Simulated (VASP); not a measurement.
# Ga2PN (I-42d) in VASP: further runs

Runs on Ga2PN. Level: PBE. Tasks: single point.

Program: VASP 6.6.1. These are calculated values, not measurements. Logs are shortened: lines on timing, memory, paths and dates and some standing lists are left out, and cuts for length are marked.

## Step 1: The cell of the first run

The structure is tetragonal, space group I-42d (No. 122). Conventional cell: a = 4.945 Å, b = 4.945 Å, c = 9.691 Å, α = 90.00°, β = 90.00°, γ = 90.00°. Within 2.6 Å of Ga (site symmetry 2) lie 2 N at 1.97 Å and 2 P at 2.31 Å. P (site symmetry -4) has 4 Ga at 2.31 Å within 3.0 Å. Within 2.6 Å of N (site symmetry -4) lie 4 Ga at 1.97 Å.

## Step 2: Single point, PBE (14.81 Å³/atom)

File INCAR:

```
ALGO = Normal
EDIFF = 1E-6
ENCUT = 520
GGA = PE
ISIF = 2
ISMEAR = 0
LASPH = True
LCHARG = True
LELF = True
LREAL = False
LVHAR = True
LWAVE = False
NBANDS = 46
NELM = 60
PREC = Accurate
SIGMA = 0.02
```

File KPOINTS:

```
k-points
0
Gamma
  8 8 8
```

File POSCAR:

```
Ga2PN
1.0
   -2.4725831931      2.4725831931      4.8452702359
    2.4725831931     -2.4725831931      4.8452702359
    2.4725831931      2.4725831931     -4.8452702359
Ga P N
4 2 2
Direct
    0.5665671847      0.6250000000      0.4415671847
    0.1834328153      0.1250000000      0.5584328153
    0.8750000000      0.4334328153      0.0584328153
    0.3750000000      0.8165671847      0.9415671847
    0.0000000000      0.0000000000      0.0000000000
    0.7500000000      0.2500000000      0.5000000000
    0.5000000000      0.5000000000      0.0000000000
    0.2500000000      0.7500000000      0.5000000000
```

Potentials or basis: VASP PAW PBE potentials, release 64 (Ga_d, P, N).

The run is started by

```bash
$ cat potpaw_PBE.64/Ga_d/POTCAR potpaw_PBE.64/P/POTCAR potpaw_PBE.64/N/POTCAR > POTCAR
$ mpirun -np 1 vasp_std > vasp.out
```

OUTCAR:

```text
EDIFF = 1E-6
   ENCUT = 520
   GGA = PE
   ISIF = 2
   ISMEAR = 0
   LASPH = True
   LREAL = False
   NELM = 60
   PREC = Accurate

 ion  position               nearest neighbor table
   1  0.567  0.625  0.442-   7 1.97   8 1.97   5 2.31   6 2.31
   2  0.183  0.125  0.558-   7 1.97   8 1.97   6 2.31   5 2.31
   3  0.875  0.433  0.058-   7 1.97   8 1.97   5 2.31   6 2.31
   4  0.375  0.817  0.942-   7 1.97   8 1.97   6 2.31   5 2.31
   5  0.000  0.000  0.000-   2 2.31   3 2.31   4 2.31   1 2.31
   6  0.750  0.250  0.500-   3 2.31   1 2.31   2 2.31   4 2.31
   7  0.500  0.500  0.000-   1 1.97   2 1.97   3 1.97   4 1.97
   8  0.250  0.750  0.500-   1 1.97   2 1.97   3 1.97   4 1.97

  LATTYP: Found a body centered tetragonal cell.
 ALAT       =     4.9451663862
 C/A-ratio  =     1.9595984675

  Lattice vectors:

 A1 = (  -2.4725831931,   2.4725831931,   4.8452702359)
 A2 = (   2.4725831931,  -2.4725831931,   4.8452702359)
 A3 = (   2.4725831931,   2.4725831931,  -4.8452702359)

Analysis of symmetry for initial positions (statically):
=====================================================================
 Subroutine PRICEL returns:
 Original cell was already a primitive cell.

 Routine SETGRP: Setting up the symmetry group for a
 body centered tetragonal supercell.

 Subroutine GETGRP returns: Found  8 space group operations
 (whereof  4 operations were pure point group operations)
 out of a pool of 16 trial point group operations.

The static configuration has the point symmetry S_4 .
 The point group associated with its full space group is D_2d.

Analysis of symmetry for dynamics (positions and initial velocities):
=====================================================================
 Subroutine PRICEL returns:
 Original cell was already a primitive cell.

 Routine SETGRP: Setting up the symmetry group for a
 body centered tetragonal supercell.

 Subroutine GETGRP returns: Found  8 space group operations
 (whereof  4 operations were pure point group operations)
 out of a pool of 16 trial point group operations.

The dynamic configuration has the point symmetry S_4 .
 The point group associated with its full space group is D_2d.

 Subroutine INISYM returns: Found  8 space group operations
[... 103 lines left out ...]
   ISPIN  =      1    spin polarized calculation?
   LNONCOLLINEAR =      F non collinear calculations
   LSORBIT =      F    spin-orbit coupling
   LASPH  =      T    aspherical Exc in radial PAW
   ENCUT  =  520.0 eV  38.22 Ry    6.18 a.u.  11.11 11.11 11.11*2*pi/ulx,y,z
   NELM   =     60;   NELMIN=  2; NELMDL= -5     # of ELM steps
   EDIFF  = 0.1E-05   stopping-criterion for ELM
   LREAL  =      F    real-space projection
[... 7 lines left out ...]
   TEBEG  =    0.0;   TEEND  =   0.0 temperature during run
   PSTRESS=    0.0 pullay stress
   NELECT =      72.0000    total number of electrons
   NUPDOWN=      -1.0000    fix difference up-down
   EMIN   =  10.00;   EMAX   =-10.00  energy-range for DOS
   EFERMI =   0.00;   METHOD = LEGACY
   ISMEAR =     0;   SIGMA  =   0.02  broadening in eV -4-tet -1-fermi 0-gaus
   EFERMI_NEDOS =   21; number of points for ismear=-14 and -15
   IALGO  =     38    algorithm
   IMIX   =      4    mixing-type and parameters
     AMIX     =   0.40;   BMIX     =  1.00
     AMIX_MAG =   1.60;   BMIX_MAG =  1.00
  volume/ion in A,a.u.               =      14.81        99.95
  Fermi-wavevector in a.u.,A,eV,Ry     =   1.386625  2.620341 26.160318  1.922729
  Thomas-Fermi vector in A             =   2.510923
   LORBIT       =      0    0 simple, 1 ext, 2 COOP (PROOUT), +10 PAW based schemes
   GGA     = PE    functional components
   LHFCALC =     F    Hartree Fock is set to
   AEXX    =    0.0000 exact exchange contribution
   IVDW    =     0    specifies the selected vdW correction
   LEPSILON=     F    determine dielectric tensor
   LRPA    =     F    only Hartree local field effects (RPA)
 non-spin polarized calculation
 Gauss-broadening in eV      SIGMA  =   0.02
  energy-cutoff  :      520.00
  volume of cell :      118.49
 maximum number of plane-waves:      3212
 NGX is ok and might be reduce to    48
   NGX = 23   NGY = 23   NGZ = 23

 number of electron      72.0000005 magnetization

 Free energy of the ion-electron system (eV)
  ---------------------------------------------------
  ext. energy  EPLUGINS =         0.00000000
  ---------------------------------------------------
  free energy    TOTEN  =       -41.30706190 eV

  energy without entropy =      -41.30706190  energy(sigma->0) =      -41.30706190

 E-fermi :   5.6760     XC(G=0): -10.9181

 val. band max:        5.5968922632   @ k =   0.0000   0.0000   0.0000
 cond. band min:       7.1614553522   @ k =   0.0000   0.0000   0.0000
 fundamental gap:      1.5645630890
 Fermi energy:         5.6760103860

 k-point     1 :       0.0000    0.0000    0.0000
  band No.  band energies     occupation
      1     -10.3899      2.00000
      2      -9.8979      2.00000
      3      -8.7884      2.00000
      4      -8.6668      2.00000
      5      -8.6534      2.00000
      6      -8.6534      2.00000
[... 1165 lines left out ...]
     45      12.6980      0.00000
     46      12.9508      0.00000

 [... further k-points ...]

------------------------ aborting loop because EDIFF is reached ----------------------------------------

  FORCE on cell =-STRESS in cart. coord.  units (eV):
  Direction    XX          YY          ZZ          XY          YZ          ZX
  --------------------------------------------------------------------------------------
  -------------------------------------------------------------------------------------
  Total        5.8544805      5.8544805      5.8742794      0.0000000     -0.0000000      0.0000000
  in kB       79.1624319     79.1624319     79.4301460      0.0000000     -0.0000000      0.0000000
  external PRESSURE =      79.2516699 kB  Pullay stress =       0.0000000 kB

 VOLUME and BASIS-vectors are now :
 -----------------------------------------------------------------------------
  energy-cutoff  :      520.00
  volume of cell :      118.49
      direct lattice vectors                 reciprocal lattice vectors
    -2.472583193  2.472583193  4.845270236     0.000000000  0.202217665  0.103193419
     2.472583193 -2.472583193  4.845270236     0.202217665  0.000000000  0.103193419
     2.472583193  2.472583193 -4.845270236     0.202217665  0.202217665  0.000000000

 POSITION                                       TOTAL-FORCE (eV/Angst)
 -----------------------------------------------------------------------------------
      1.23629      0.94733      3.63395        -0.000000      0.024462      0.000000
      1.23629      1.52525     -1.21132         0.000000     -0.024462      0.000000
     -0.94733      1.23629      6.05659        -0.024462     -0.000000      0.000000
      3.41991      1.23629      1.21132         0.024462     -0.000000      0.000000
      0.00000      0.00000      0.00000         0.000000     -0.000000     -0.000000
      0.00000      2.47258      2.42264        -0.000000     -0.000000      0.000000
      0.00000      0.00000      4.84527        -0.000000     -0.000000     -0.000000
      2.47258      0.00000      2.42264        -0.000000     -0.000000     -0.000000
 -----------------------------------------------------------------------------------
    total drift:                                0.000001      0.000001      0.000004

  FREE ENERGIE OF THE ION-ELECTRON SYSTEM (eV)
  ---------------------------------------------------
  free  energy   TOTEN  =       -41.3070619013 eV

  energy  without entropy=      -41.3070619013  energy(sigma->0) =      -41.30706190
```

OSZICAR:

```text
N       E                     dE             d eps       ncg     rms          rms(c)
DAV:   1     0.732003120191E+03    0.73200E+03   -0.32704E+04  5934   0.265E+03
DAV:   2     0.925955615636E+02   -0.63941E+03   -0.61066E+03  5628   0.674E+02
DAV:   3    -0.355752875700E+02   -0.12817E+03   -0.12361E+03  6304   0.200E+02
DAV:   4    -0.457704577105E+02   -0.10195E+02   -0.10087E+02  7100   0.567E+01
DAV:   5    -0.460941105002E+02   -0.32365E+00   -0.32300E+00  7054   0.101E+01    0.132E+01
DAV:   6    -0.412723908333E+02    0.48217E+01   -0.16397E+01  9662   0.384E+01    0.594E+00
DAV:   7    -0.413400380907E+02   -0.67647E-01   -0.34758E+00  5950   0.979E+00    0.396E+00
DAV:   8    -0.413298063069E+02    0.10232E-01   -0.81836E-01  8228   0.511E+00    0.187E+00
DAV:   9    -0.413030947346E+02    0.26712E-01   -0.18615E-01  7126   0.384E+00    0.712E-01
DAV:  10    -0.413064381098E+02   -0.33434E-02   -0.30362E-02  6240   0.141E+00    0.185E-01
DAV:  11    -0.413070019043E+02   -0.56379E-03   -0.60219E-03  7070   0.625E-01    0.177E-01
DAV:  12    -0.413070415913E+02   -0.39687E-04   -0.67645E-04  7712   0.144E-01    0.116E-01
DAV:  13    -0.413070730171E+02   -0.31426E-04   -0.38900E-04  7684   0.101E-01    0.654E-02
DAV:  14    -0.413070637718E+02    0.92453E-05   -0.57524E-05  6984   0.671E-02    0.232E-02
DAV:  15    -0.413070652646E+02   -0.14927E-05   -0.57538E-06  5514   0.169E-02    0.302E-02
DAV:  16    -0.413070621909E+02    0.30737E-05   -0.54147E-06  4904   0.120E-02    0.151E-02
DAV:  17    -0.413070619013E+02    0.28954E-06   -0.50090E-06  6056   0.956E-03
   1 F= -.41307062E+02 E0= -.41307062E+02  d E =-.352230E-11
```

stdout:

```text
POSCAR found type information on POSCAR GaP N
 POSCAR found :  3 types and       8 ions
 scaLAPACK will be used
 LDA part: xc-table for (Slater+PW92), standard interpolation
 POSCAR, INCAR and KPOINTS ok, starting setup
 FFT: planning ... GRIDC
 FFT: planning ... GRID_SOFT
 FFT: planning ... GRID
 WAVECAR not read
 entering main loop
```

It took 5.8 min on 1 thread of Intel Xeon Platinum 8488C (Sapphire Rapids), shared host; peak memory 0.48 GiB.

What came out:

```
Free energy            : -41.3071 eV
Pressure               : 7.9 GPa
Largest force          : 0.024 eV/Å
Band gap on the k mesh : 1.56 eV
```

Forces in eV/Å, atoms in the order of the input:
```
Ga   0.000  0.024  0.000
Ga   0.000 -0.024  0.000
Ga  -0.024  0.000  0.000
Ga   0.024  0.000  0.000
P    0.000  0.000  0.000
P    0.000  0.000  0.000
N    0.000  0.000  0.000
N    0.000  0.000  0.000
```

Caveat: the cell stands under pressure.

## Step 3: Single point, PBE

This run uses another cell than the first one, of 15.76 Å³/atom.

File INCAR:

```
SYSTEM = Ga2PN
PREC = Accurate
ENCUT = 520
EDIFF = 1E-6
ISMEAR = 0
SIGMA = 0.02
LREAL = .False.
LASPH = .True.
NELM = 80
ALGO = Normal
ISIF = 2
LWAVE = .False.
LCHARG = .True.
GGA = PE
LELF = .True.
LVHAR = .True.
NBANDS = 46
```

File KPOINTS:

```
regular mesh
0
Gamma
  8 8 8
  0 0 0
```

File POSCAR:

```
Ga2PN
1.0
   -2.5232029151      2.5232029151      4.9497996513
    2.5232029151     -2.5232029151      4.9497996513
    2.5232029151      2.5232029151     -4.9497996513
Ga P N
4 2 2
Direct
    0.5673436759      0.6250000000      0.4423436759
    0.1826563241      0.1250000000      0.5576563241
    0.8750000000      0.4326563241      0.0576563241
    0.3750000000      0.8173436759      0.9423436759
    0.0000000000      0.0000000000      0.0000000000
    0.7500000000      0.2500000000      0.5000000000
    0.5000000000      0.5000000000      0.0000000000
    0.2500000000      0.7500000000      0.5000000000
```

Potentials or basis: VASP PAW PBE potentials, release 64 (Ga_d, P, N).

The run is started by

```bash
$ cat potpaw_PBE.64/Ga_d/POTCAR potpaw_PBE.64/P/POTCAR potpaw_PBE.64/N/POTCAR > POTCAR
$ mpirun -np 1 vasp_std > vasp.out
```

It took 5.8 min on 1 thread of Intel Xeon Platinum 8488C (Sapphire Rapids), shared host; peak memory 0.48 GiB.

Results (log left out):

```yaml
Free_energy: -41.4886 eV
Pressure: -0.1 GPa
Largest_force: 0.025 eV/Å
Band_gap_on_the_k_mesh: 1.13 eV
```

Forces on the atoms (eV/Å):
```
Ga   0.000  0.025  0.000
Ga   0.000 -0.025  0.000
Ga  -0.025  0.000  0.000
Ga   0.025  0.000  0.000
P    0.000  0.000  0.000
P    0.000  0.000  0.000
N    0.000  0.000  0.000
N    0.000  0.000  0.000
```

Levels at points of the mesh, in eV from the valence-band top:
```
           k point  band 32  band 33  band 34  band 35  band 36  band 37  band 38  band 39  band 40  band 41
(0.00, 0.00, 0.00)    -2.46    -2.46    -0.22    -0.22     0.00     1.13     1.94     2.83     4.64     5.18
(0.50, 0.00, 0.00)    -2.49    -2.25    -1.69    -1.52    -0.37     3.35     3.62     4.09     4.56     5.02
(0.50, 0.50, 0.00)    -1.65    -1.16    -1.16    -0.45    -0.45     2.08     2.08     4.64     4.64     5.99
(0.50, 0.50, 0.50)    -2.20    -1.72    -1.72    -1.10    -1.10     1.91     1.91     3.37     3.37     3.45
```
